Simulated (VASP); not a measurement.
Crystal: Ga2Ge2O3.

```xyz
7
Lattice="2.7830 -3.6896 0.0000 2.7830 3.6896 0.0000 0.0000 0.0000 5.5447" Properties=species:S:1:pos:R:3 pbc="T T T"
Ga    2.7830    1.5843    2.4473
Ga    2.7830   -1.5843    2.4473
Ge    1.6631    0.0000    0.3922
Ge    3.9029    0.0000    0.3922
O     1.3915    1.8448    3.6155
O     1.3915   -1.8448    3.6155
O     0.0000    0.0000    4.8295
```

| Property | Result |
| --- | --- |
| Program | VASP 6.6.1 |
| Task | relaxation of cell and atoms |
| Functional | PBE |
| Potentials or basis | VASP PAW PBE potentials, release 64 (Ga_d, Ge_d, O) |
| Cutoff | 600 eV |
| k mesh | 3 × 3 × 2 |
| Occupations | gaussian, width 0.15 eV |
| Spin | no spin polarisation |

At the start: pressure 2.7 GPa; volume 16.27 Å³/atom.

Where does the relaxation end?

Over 29 steps the energy falls by 432.4 meV/atom and the volume is 14.56 Å³/atom (-10.5 %); space group Cmm2 (No. 35, to 0.05 Å).

The path:
```tsv
step	energy change (eV)	largest force (eV/Å)	pressure (GPa)	volume (Å³)
1	0.0000	3.7779	2.67	113.87
2	-1.1147	1.8729	3.86	118.21
3	-1.1212	1.5659	3.42	117.87
4	-1.4375	1.5984	-2.97	124.89
5	-1.4430	1.6575	-3.65	125.78
6	-1.6894	1.3185	-3.33	126.04
7	-1.9470	0.9446	-3.78	126.53
8	-2.1047	1.0800	1.27	120.62
9	-2.1056	1.0464	0.89	121.00
10	-2.2353	0.5568	0.41	118.97
11	-2.3002	0.6939	-0.07	115.38
12	-2.3925	0.7979	-1.19	113.18
13	-2.4061	1.0490	-1.67	111.89
14	-2.4829	0.8868	-0.54	109.89
15	-2.5412	0.8529	2.36	105.31
16	-2.6302	0.7291	2.13	105.55
17	-2.7427	0.5870	1.34	106.22
18	-2.7950	0.3578	-0.87	107.75
19	-2.8023	0.3825	-1.95	108.56
20	-2.8461	0.3844	-1.34	107.11
21	-2.8720	0.4777	-0.22	105.07
22	-2.9168	0.3470	0.29	103.53
23	-2.9371	0.5573	3.06	98.98
24	-2.9515	0.4690	1.60	100.93
25	-2.9894	0.3349	-0.81	102.68
26	-2.9903	0.3132	-1.20	102.99
27	-3.0165	0.1711	-0.18	102.14
28	-3.0173	0.1325	0.08	101.96
29	-3.0268	0.0601	0.31	101.90
```

Final structure:
```
Ga Ge O
1.0
     3.13894   -3.45824    0.00000
     3.13894    3.45824    0.00000
     0.00000    0.00000    4.69361
Ga Ge O
2 2 3
Direct
  0.26970 0.73030 0.38731
  0.73030 0.26970 0.38731
  0.29892 0.29892 0.97802
  0.70108 0.70108 0.97802
  0.00000 0.50000 0.64509
  0.50000 0.00000 0.64509
  0.00000 0.00000 0.17852
```

Caveat: the k points lie up to 0.67 Å⁻¹ apart in the final cell; the relaxation stopped at a loose force limit of 0.08 eV/Å, so its end isn't a converged minimum.
